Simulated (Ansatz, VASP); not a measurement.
# One calculation of TiO2, two programs

```xyz
12
Lattice="-3.7779 0.0000 0.0000 0.0000 -3.7779 0.0000 -1.2592 1.2592 9.5828" Properties=species:S:1:pos:R:3 pbc="T T T"
Ti    0.0000    0.0000    8.3849
Ti   -1.8890   -1.8890    3.5935
Ti   -1.8890    0.0000    5.9892
Ti    0.0000   -1.8890    1.1978
O    -1.8890   -1.8890    5.5801
O    -3.7779   -3.7779    0.7887
O    -1.8890    0.0000    7.9758
O     0.0000   -1.8890    3.1844
O    -1.8890    0.0000    4.0027
O     0.0000   -1.8890    8.7941
O     0.0000    0.0000    6.3984
O    -1.8890   -1.8890    1.6070
```

Alike in both runs: task single point; functional r2SCAN; k mesh 6 × 6 × 3; occupations gaussian, width 0.05 eV; no spin polarisation.

|  | VASP | Ansatz |
| --- | --- | --- |
| version | VASP 6.6.1 | Ansatz 0.2.0 |
| potentials or method | VASP PAW PBE potentials, release 64 (Ti_sv, O), cutoff 520 eV | scalar-relativistic, plane waves, PAW |
| valence electrons in the cell | 96 | 96 |

VASP gave:

* gap on the k mesh at the Fermi level (eV): 1.17
* least direct gap on the mesh (eV): 1.20
* pressure (GPa): -1.4
* traceless stress, the component that is largest in VASP (GPa): -13.63
* rms of the force components (eV/Å): 0.894

**Question.** Which values does Ansatz return?

**Answer.** gap on the k mesh at the Fermi level (eV): 1.15; least direct gap on the mesh (eV): 1.18; pressure (GPa): -2.5; traceless stress, the component that is largest in VASP (GPa): -13.78; rms of the force components (eV/Å): 0.909.

VASP's potentials were made for PBE, not for r2SCAN. Atom by atom the forces differ by 0.028 eV/Å (rms over components).
